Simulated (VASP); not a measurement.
# SiO2 (I-42d) in VASP: a series of runs

Runs on SiO2. Level: PBE. Tasks: single point.

All numbers are computed with VASP 6.6.1; they aren't measurements. Logs are shortened: lines on timing, memory, paths and dates and some standing lists are left out, and cuts for length are marked.

## Step 1: The cell of the first run

It takes space group I-42d (No. 122, tetragonal). Conventional cell: a = 5.027 Å, b = 5.027 Å, c = 7.010 Å, α = 90.00°, β = 90.00°, γ = 90.00°. Si (site symmetry -4) has 4 O at 1.60 Å within 2.1 Å. Within 2.1 Å of O (site symmetry 2) lie 2 Si at 1.60 Å.

## Step 2: Single point, PBE (strain +0.000 along x and y, -0.050 along z)

INCAR

```
SYSTEM = SiO2
ALGO = Normal ; EDIFF = 1E-6
ENCUT = 520 ; GGA = PE
ISIF = 2 ; ISMEAR = 0
LASPH = .TRUE. ; LCHARG = .TRUE.
LELF = .TRUE. ; LREAL = .FALSE.
LVHAR = .TRUE. ; LWAVE = .FALSE.
NBANDS = 25 ; NELM = 100
PREC = Accurate ; SIGMA = 0.05
```

KPOINTS

```
k-points
0
G
  6 6 6
  0 0 0
```

POSCAR

```
SiO2
1.0
   -2.5133692696      2.5133692696      3.5049211370
    2.5133692696     -2.5133692696      3.5049211370
    2.5133692696      2.5133692696     -3.5049211370
Si O
2 4
Direct
    0.0000000000      0.0000000000      0.0000000000
    0.7500000000      0.2500000000      0.5000000000
    0.9670112602      0.6250000000      0.8420112602
    0.3750000000      0.2170112602      0.3420112602
    0.7829887398      0.1250000000      0.1579887398
    0.8750000000      0.0329887398      0.6579887398
```

Potentials or basis: VASP PAW PBE potentials, release 64 (Si, O).

Run with:

```
cat potpaw_PBE.64/Si/POTCAR potpaw_PBE.64/O/POTCAR > POTCAR
mpirun -np 1 vasp_std > vasp.out
```

OUTCAR:

```text
SYSTEM = SiO2
   EDIFF = 1E-6
   ENCUT = 520
   GGA = PE
   ISIF = 2
   ISMEAR = 0
   LASPH = .TRUE.
   LREAL = .FALSE.
   NELM = 100
   PREC = Accurate

 ion  position               nearest neighbor table
   1  0.000  0.000  0.000-   3 1.60   4 1.60   5 1.60   6 1.60   2 3.06   2 3.06   2 3.06   2 3.06

   2  0.750  0.250  0.500-   3 1.60   4 1.60   5 1.60   6 1.60   1 3.06   1 3.06   1 3.06   1 3.06

   3  0.967  0.625  0.842-   1 1.60   2 1.60
   4  0.375  0.217  0.342-   1 1.60   2 1.60
   5  0.783  0.125  0.158-   1 1.60   2 1.60
   6  0.875  0.033  0.658-   1 1.60   2 1.60

  LATTYP: Found a body centered tetragonal cell.
 ALAT       =     5.0267385392
 C/A-ratio  =     1.3945110173

  Lattice vectors:

 A1 = (  -2.5133692696,   2.5133692696,   3.5049211370)
 A2 = (   2.5133692696,  -2.5133692696,   3.5049211370)
 A3 = (   2.5133692696,   2.5133692696,  -3.5049211370)

Analysis of symmetry for initial positions (statically):
=====================================================================
 Subroutine PRICEL returns:
 Original cell was already a primitive cell.

 Routine SETGRP: Setting up the symmetry group for a
 body centered tetragonal supercell.

 Subroutine GETGRP returns: Found  8 space group operations
 (whereof  4 operations were pure point group operations)
 out of a pool of 16 trial point group operations.

The static configuration has the point symmetry S_4 .
 The point group associated with its full space group is D_2d.

Analysis of symmetry for dynamics (positions and initial velocities):
=====================================================================
 Subroutine PRICEL returns:
 Original cell was already a primitive cell.

 Routine SETGRP: Setting up the symmetry group for a
 body centered tetragonal supercell.

 Subroutine GETGRP returns: Found  8 space group operations
 (whereof  4 operations were pure point group operations)
 out of a pool of 16 trial point group operations.

The dynamic configuration has the point symmetry S_4 .
 The point group associated with its full space group is D_2d.

 Subroutine INISYM returns: Found  8 space group operations
 (whereof  4 operations are pure point group operations),
 and found     1 'primitive' translations

----------------------------------------------------------------------------------------

                                     Primitive cell
[... 95 lines left out ...]
   LSORBIT =      F    spin-orbit coupling
   LASPH  =      T    aspherical Exc in radial PAW
   ENCUT  =  520.0 eV  38.22 Ry    6.18 a.u.   9.28  9.28  9.28*2*pi/ulx,y,z
   NELM   =    100;   NELMIN=  2; NELMDL= -5     # of ELM steps
   EDIFF  = 0.1E-05   stopping-criterion for ELM
   LREAL  =      F    real-space projection
   EDIFFG = 0.1E-04   stopping-criterion for IOM
   NSW    =      0    number of steps for IOM
   IBRION =     -1    ionic relax: 0-MD 1-quasi-New 2-CG
   NFREE  =      0    steps in history (QN), initial steepest desc. (CG)
   ISIF   =      2    stress and relaxation
   ISYM   =      2    0-nonsym 1-usesym 2-fastsym
   POTIM  = 0.5000    time-step for ionic-motion
   TEBEG  =    0.0;   TEEND  =   0.0 temperature during run
   PSTRESS=    0.0 pullay stress
   NELECT =      32.0000    total number of electrons
   NUPDOWN=      -1.0000    fix difference up-down
   EMIN   =  10.00;   EMAX   =-10.00  energy-range for DOS
   EFERMI =   0.00;   METHOD = LEGACY
   ISMEAR =     0;   SIGMA  =   0.05  broadening in eV -4-tet -1-fermi 0-gaus
   EFERMI_NEDOS =   21; number of points for ismear=-14 and -15
   IALGO  =     38    algorithm
   IMIX   =      4    mixing-type and parameters
     AMIX     =   0.40;   BMIX     =  1.00
     AMIX_MAG =   1.60;   BMIX_MAG =  1.00
  volume/ion in A,a.u.               =      14.76        99.61
  Fermi-wavevector in a.u.,A,eV,Ry     =   1.166025  2.203468 18.498677  1.359614
  Thomas-Fermi vector in A             =   2.302543
   LORBIT       =      0    0 simple, 1 ext, 2 COOP (PROOUT), +10 PAW based schemes
   GGA     = PE    functional components
   LHFCALC =     F    Hartree Fock is set to
   AEXX    =    0.0000 exact exchange contribution
   IVDW    =     0    specifies the selected vdW correction
   LEPSILON=     F    determine dielectric tensor
   LRPA    =     F    only Hartree local field effects (RPA)
 non-spin polarized calculation
 Gauss-broadening in eV      SIGMA  =   0.05
  energy-cutoff  :      520.00
  volume of cell :       88.56
 maximum number of plane-waves:      2410
 NGX is ok and might be reduce to    40
   NGX = 19   NGY = 19   NGZ = 19

 number of electron      31.9999999 magnetization

 Free energy of the ion-electron system (eV)
  ---------------------------------------------------
  ext. energy  EPLUGINS =         0.00000000
  ---------------------------------------------------
  free energy    TOTEN  =       -47.34433507 eV

  energy without entropy =      -47.34433507  energy(sigma->0) =      -47.34433507

 E-fermi :  -0.0893     XC(G=0):  -8.2028

 val. band max:       -0.3291106072   @ k =   0.0000   0.0000   0.0000
 cond. band min:       5.6818140793   @ k =   0.0000   0.0000   0.0000
 fundamental gap:      6.0109246865
 Fermi energy:        -0.0892735722

 k-point     1 :       0.0000    0.0000    0.0000
  band No.  band energies     occupation
      1     -19.6699      2.00000
      2     -17.5724      2.00000
      3     -17.5724      2.00000
      4     -17.3796      2.00000
      5      -9.6515      2.00000
      6      -5.9848      2.00000
[... 661 lines left out ...]
     24      12.7684      0.00000
     25      13.4212      0.00000

 [... further k-points ...]
[... 5 lines left out ...]
  --------------------------------------------------------------------------------------
  -------------------------------------------------------------------------------------
  Total        4.3570164      4.3570164      5.4244119      0.0000000      0.0000000      0.0000000
  in kB       78.8222693     78.8222693     98.1323958      0.0000000      0.0000000      0.0000000
  external PRESSURE =      85.2589781 kB  Pullay stress =       0.0000000 kB

 VOLUME and BASIS-vectors are now :
 -----------------------------------------------------------------------------
  energy-cutoff  :      520.00
  volume of cell :       88.56
      direct lattice vectors                 reciprocal lattice vectors
    -2.513369270  2.513369270  3.504921137     0.000000000  0.198936148  0.142656562
     2.513369270 -2.513369270  3.504921137     0.198936148  0.000000000  0.142656562
     2.513369270  2.513369270 -3.504921137     0.198936148  0.198936148  0.000000000

 POSITION                                       TOTAL-FORCE (eV/Angst)
 -----------------------------------------------------------------------------------
      0.00000      0.00000      0.00000        -0.000000      0.000000      0.000000
      0.00000      2.51337      1.75246         0.000000      0.000000      0.000000
      1.25668      2.97589      2.62869         0.000000      0.485905     -0.000000
      0.46252      1.25668      0.87623         0.485905      0.000000     -0.000000
     -1.25668      2.05085      2.62869        -0.000000     -0.485905      0.000000
     -0.46252      3.77005      0.87623        -0.485905      0.000000      0.000000
 -----------------------------------------------------------------------------------
    total drift:                                0.000000      0.000000     -0.000000

  FREE ENERGIE OF THE ION-ELECTRON SYSTEM (eV)
  ---------------------------------------------------
  free  energy   TOTEN  =       -47.3443350674 eV

  energy  without entropy=      -47.3443350674  energy(sigma->0) =      -47.34433507
```

stdout:

```text
POSCAR found type information on POSCAR SiO
 POSCAR found :  2 types and       6 ions
 scaLAPACK will be used
 LDA part: xc-table for (Slater+PW92), standard interpolation
 POSCAR, INCAR and KPOINTS ok, starting setup
 FFT: planning ... GRIDC
 FFT: planning ... GRID_SOFT
 FFT: planning ... GRID
 WAVECAR not read
 entering main loop
```

It took 46 s on 1 thread of AMD EPYC 9R45 (Zen 5), shared host; peak memory 0.21 GiB.

What came out:

| Quantity | Value |
| --- | --- |
| Free energy | -47.3443 eV |
| Pressure | 8.5 GPa |
| Largest force | 0.486 eV/Å |
| Band gap on the k mesh | 6.01 eV, direct |

Forces on the atoms (eV/Å):
```
Si   0.000  0.000  0.000
Si   0.000  0.000  0.000
O    0.000  0.486  0.000
O    0.486  0.000  0.000
O    0.000 -0.486  0.000
O   -0.486  0.000  0.000
```

Stress tensor (GPa, compression positive):
```
7.88 0.00 0.00
0.00 7.88 0.00
0.00 0.00 9.81
```

Levels at points of the mesh, in eV from the valence-band top:
```csv
k point,band 13,band 14,band 15,band 16,band 17,band 18,band 19,band 20
"(0.00, 0.00, 0.00)",-1.58,-0.56,0.00,0.00,6.01,8.90,10.76,10.76
"(0.50, 0.00, 0.00)",-1.59,-0.83,-0.49,-0.13,8.40,9.05,9.75,10.44
"(0.50, 0.50, 0.00)",-1.03,-1.03,-0.31,-0.31,9.18,9.18,10.49,10.49
"(0.50, 0.50, 0.50)",-1.48,-1.48,-0.44,-0.44,9.09,9.09,10.55,10.55
```

Caveat: the cell differs from its parent crystal (strain +0.000 along x and y, -0.050 along z). A k mesh can miss the band edges.

## Step 3: Single point, PBE (strain -0.025 along x and y, +0.000 along z)

INCAR

```
SYSTEM = SiO2
ALGO     = Normal         ! electronic algorithm
EDIFF    = 1E-7           ! SCF threshold, eV
ENCUT    = 520            ! plane-wave cutoff, eV
GGA      = PE             ! functional
ISIF     = 2              ! what is computed and relaxed
ISMEAR   = 0              ! smearing method
LASPH    = .TRUE.         ! aspherical terms in the spheres
LCHARG   = .FALSE.        ! write CHGCAR
LREAL    = .FALSE.        ! projectors in reciprocal space
LWAVE    = .FALSE.        ! write WAVECAR
NBANDS   = 25             ! bands
NELM     = 80             ! most SCF steps
PREC     = Accurate       ! precision mode
SIGMA    = 0.05           ! smearing width, eV
```

KPOINTS is that of step 2.

POSCAR: that of step 2 with these lines changed.

```diff
@@ -2,5 +2,5 @@
 1.0
-   -2.5133692696      2.5133692696      3.5049211370
-    2.5133692696     -2.5133692696      3.5049211370
-    2.5133692696      2.5133692696     -3.5049211370
+   -2.4505350379      2.4505350379      3.6893906705
+    2.4505350379     -2.4505350379      3.6893906705
+    2.4505350379      2.4505350379     -3.6893906705
 Si O
```

Potentials or basis: VASP PAW PBE potentials, release 64 (Si, O).

Run with:

```
cat potpaw_PBE.64/Si/POTCAR potpaw_PBE.64/O/POTCAR > POTCAR
mpirun -np 1 vasp_std > vasp.out
```

It took 47 s on 1 thread of AMD EPYC 9R45 (Zen 5), shared host; peak memory 0.21 GiB.

The run converged. Its results:

```
Free energy            : -47.3594 eV
Pressure               : 8.7 GPa
Largest force          : 0.560 eV/Å
Band gap on the k mesh : 5.99 eV, direct
```

Forces on the atoms (eV/Å):
```
Si   0.000  0.000  0.000
Si   0.000  0.000  0.000
O    0.000  0.560  0.000
O    0.560  0.000  0.000
O    0.000 -0.560  0.000
O   -0.560  0.000  0.000
```

Stress tensor (GPa, compression positive):
```
9.12 0.00 0.00
0.00 9.12 0.00
0.00 0.00 7.85
```

Levels at points of the mesh, in eV from the valence-band top:
| k point | band 12 | band 13 | band 14 | band 15 | band 16 | band 17 | band 18 | band 19 | band 20 | band 21 |
| --- | --- | --- | --- | --- | --- | --- | --- | --- | --- | --- |
| (0.00, 0.00, 0.00) | -1.69 | -1.67 | -0.67 | 0.00 | 0.00 | 5.99 | 8.94 | 10.62 | 10.62 | 10.88 |
| (0.50, 0.00, 0.00) | -1.72 | -1.58 | -0.83 | -0.58 | -0.13 | 8.40 | 8.95 | 9.74 | 10.40 | 11.07 |
| (0.50, 0.50, 0.00) | -2.18 | -1.07 | -1.07 | -0.40 | -0.40 | 9.20 | 9.20 | 10.43 | 10.43 | 11.38 |
| (0.50, 0.50, 0.50) | -2.21 | -1.52 | -1.52 | -0.33 | -0.33 | 8.95 | 8.95 | 10.50 | 10.50 | 12.00 |

Caveat: the cell differs from its parent crystal (strain -0.025 along x and y, +0.000 along z). A k mesh can miss the band edges.

## Step 4: Single point, PBE (strain +0.000 along x and y, -0.025 along z)

INCAR

```
  ALGO = Normal
  EDIFF = 1E-6
  ENCUT = 520
  GGA = PE
  ISIF = 2
  ISMEAR = 0
  LASPH = True
  LCHARG = False
  LREAL = False
  LWAVE = False
  NBANDS = 25
  NELM = 100
  PREC = Accurate
  SIGMA = 0.05
```

KPOINTS

```
k-points
0
Gamma
  6 6 6
```

POSCAR: that of step 3 with these lines changed.

```diff
@@ -2,5 +2,5 @@
 1.0
-   -2.4505350379      2.4505350379      3.6893906705
-    2.4505350379     -2.4505350379      3.6893906705
-    2.4505350379      2.4505350379     -3.6893906705
+   -2.5133692696      2.5133692696      3.5971559037
+    2.5133692696     -2.5133692696      3.5971559037
+    2.5133692696      2.5133692696     -3.5971559037
 Si O
```

Run with:

```
cat potpaw_PBE.64/Si/POTCAR potpaw_PBE.64/O/POTCAR > POTCAR
mpirun -np 1 vasp_std > vasp.out
```

It took 46 s on 1 thread of AMD EPYC 9R45 (Zen 5), shared host; peak memory 0.21 GiB.

The run converged. Its results:

```yaml
Free_energy: -47.4538 eV
Pressure: 4.1 GPa
Largest_force: 0.229 eV/Å
Band_gap_on_the_k_mesh: 5.88 eV, direct
```

Forces on the atoms (eV/Å):
```
Si   0.000  0.000  0.000
Si   0.000  0.000  0.000
O    0.000  0.229  0.000
O    0.229  0.000  0.000
O    0.000 -0.229  0.000
O   -0.229  0.000  0.000
```

Stress tensor (GPa, compression positive):
```
3.73 0.00 0.00
0.00 3.73 0.00
0.00 0.00 4.87
```

Levels at points of the mesh, in eV from the valence-band top:
| k point | band 13 | band 14 | band 15 | band 16 | band 17 | band 18 | band 19 | band 20 |
| --- | --- | --- | --- | --- | --- | --- | --- | --- |
| (0.00, 0.00, 0.00) | -1.56 | -0.60 | 0.00 | 0.00 | 5.88 | 8.81 | 10.53 | 10.53 |
| (0.50, 0.00, 0.00) | -1.54 | -0.81 | -0.50 | -0.13 | 8.18 | 8.94 | 9.66 | 10.23 |
| (0.50, 0.50, 0.00) | -1.00 | -1.00 | -0.33 | -0.33 | 9.06 | 9.06 | 10.27 | 10.27 |
| (0.50, 0.50, 0.50) | -1.45 | -1.45 | -0.39 | -0.39 | 8.91 | 8.91 | 10.37 | 10.37 |

Caveat: the cell differs from its parent crystal (strain +0.000 along x and y, -0.025 along z). A k mesh can miss the band edges.

## Step 5: Single point, PBE (strain -0.025 along x and y, +0.025 along z)

INCAR

```
  PREC = Accurate
  ENCUT = 520
  EDIFF = 1E-7
  ISMEAR = 0
  SIGMA = 0.05
  LREAL = False
  LASPH = True
  NELM = 60
  ALGO = Normal
  ISIF = 2
  LWAVE = False
  LCHARG = False
  GGA = PE
  NBANDS = 25
```

KPOINTS

```
regular mesh
0
Gamma
  6 6 6
```

POSCAR: that of step 4 with these lines changed.

```diff
@@ -2,5 +2,5 @@
 1.0
-   -2.5133692696      2.5133692696      3.5971559037
-    2.5133692696     -2.5133692696      3.5971559037
-    2.5133692696      2.5133692696     -3.5971559037
+   -2.4505350379      2.4505350379      3.7816254373
+    2.4505350379     -2.4505350379      3.7816254373
+    2.4505350379      2.4505350379     -3.7816254373
 Si O
```

Run with:

```
cat potpaw_PBE.64/Si/POTCAR potpaw_PBE.64/O/POTCAR > POTCAR
mpirun -np 1 vasp_std > vasp.out
```

It took 47 s on 1 thread of AMD EPYC 9R45 (Zen 5), shared host; peak memory 0.21 GiB.

It converged, with:

```yaml
Free_energy: -47.4321 eV
Pressure: 4.2 GPa
Largest_force: 0.308 eV/Å
Band_gap_on_the_k_mesh: 5.82 eV, direct
```

Forces in eV/Å, atoms in the order of the input:
```
Si   0.000  0.000  0.000
Si   0.000  0.000  0.000
O    0.000  0.308  0.000
O    0.308  0.000  0.000
O    0.000 -0.308  0.000
O   -0.308  0.000  0.000
```

Stress tensor (GPa, compression positive):
```
5.06 0.00 0.00
0.00 5.06 0.00
0.00 0.00 2.33
```

Levels at points of the mesh, in eV from the valence-band top:
| k point | band 14 | band 15 | band 16 | band 17 | band 18 | band 19 |
| --- | --- | --- | --- | --- | --- | --- |
| (0.00, 0.00, 0.00) | -0.71 | 0.00 | 0.00 | 5.82 | 8.81 | 10.32 |
| (0.50, 0.00, 0.00) | -0.82 | -0.59 | -0.13 | 8.13 | 8.82 | 9.64 |
| (0.50, 0.50, 0.00) | -1.04 | -0.42 | -0.42 | 9.03 | 9.03 | 10.13 |
| (0.50, 0.50, 0.50) | -1.50 | -0.29 | -0.29 | 8.76 | 8.76 | 10.30 |

Caveat: the cell differs from its parent crystal (strain -0.025 along x and y, +0.025 along z). A k mesh can miss the band edges.

## Step 6: Single point, PBE (strain -0.025 along x and y, +0.050 along z)

INCAR

```
SYSTEM = SiO2
PREC = Accurate
ENCUT = 520
EDIFF = 1E-6
ISMEAR = 0
SIGMA = 0.05
LREAL = .False.
LASPH = .True.
NELM = 100
ALGO = Normal
ISIF = 2
LWAVE = .False.
LCHARG = .False.
GGA = PE
NBANDS = 25
```

KPOINTS

```
regular mesh
0
Gamma
  6 6 6
  0 0 0
```

POSCAR: that of step 5 with these lines changed.

```diff
@@ -2,5 +2,5 @@
 1.0
-   -2.4505350379      2.4505350379      3.7816254373
-    2.4505350379     -2.4505350379      3.7816254373
-    2.4505350379      2.4505350379     -3.7816254373
+   -2.4505350379      2.4505350379      3.8738602040
+    2.4505350379     -2.4505350379      3.8738602040
+    2.4505350379      2.4505350379     -3.8738602040
 Si O
```

Potentials or basis: VASP PAW PBE potentials, release 64 (Si, O).

Run with:

```
cat potpaw_PBE.64/Si/POTCAR potpaw_PBE.64/O/POTCAR > POTCAR
mpirun -np 1 vasp_std > vasp.out
```

Wall time 42 s (1 thread of AMD EPYC 9R45 (Zen 5), shared host); peak memory 0.21 GiB.

Results (log left out):

| Item | Value |
| --- | --- |
| Free energy | -47.4300 eV |
| Pressure | 0.0 GPa |
| Largest force | 0.082 eV/Å |
| Band gap on the k mesh | 5.63 eV, direct |

Forces on the atoms (eV/Å):
```
Si   0.000  0.000  0.000
Si   0.000  0.000  0.000
O    0.000  0.082  0.000
O    0.082  0.000  0.000
O    0.000 -0.082  0.000
O   -0.082  0.000  0.000
```

Stress tensor (GPa, compression positive):
```
 1.54  0.00  0.00
 0.00  1.54  0.00
 0.00  0.00 -2.97
```

Levels at points of the mesh, in eV from the valence-band top:
```csv
k point,band 14,band 15,band 16,band 17,band 18,band 19
"(0.00, 0.00, 0.00)",-0.76,0.00,0.00,5.63,8.67,10.01
"(0.50, 0.00, 0.00)",-0.82,-0.61,-0.12,7.82,8.68,9.53
"(0.50, 0.50, 0.00)",-1.02,-0.45,-0.45,8.82,8.82,9.83
"(0.50, 0.50, 0.50)",-1.48,-0.24,-0.24,8.56,8.56,10.10
```

Caveat: the cell differs from its parent crystal (strain -0.025 along x and y, +0.050 along z). A k mesh can miss the band edges.

## Step 7: Summary

```tsv
cell	gap on the mesh (eV)	pressure (GPa)	largest force (eV/Å)
a = 4.992 Å, angles 119.5, 119.5, 90.8°, 6 atoms	6.01	8.5	0.49
a = 5.062 Å, angles 122.1, 122.1, 86.4°, 6 atoms	5.99	8.7	0.56
a = 5.057 Å, angles 120.4, 120.4, 89.3°, 6 atoms	5.88	4.1	0.23
a = 5.129 Å, angles 122.9, 122.9, 85.0°, 6 atoms	5.82	4.2	0.31
a = 5.198 Å, angles 123.7, 123.7, 83.6°, 6 atoms	5.63	0.0	0.08
```

Alike in all rows: task single point; level PBE; potentials or basis VASP PAW PBE potentials, release 64 (Si, O); no spin polarisation; k mesh 6 × 6 × 6; cutoff (eV) 520; smearing gaussian 0.05 eV.

Total energies depend on the potentials used, so only differences within one code and one set of settings carry meaning.
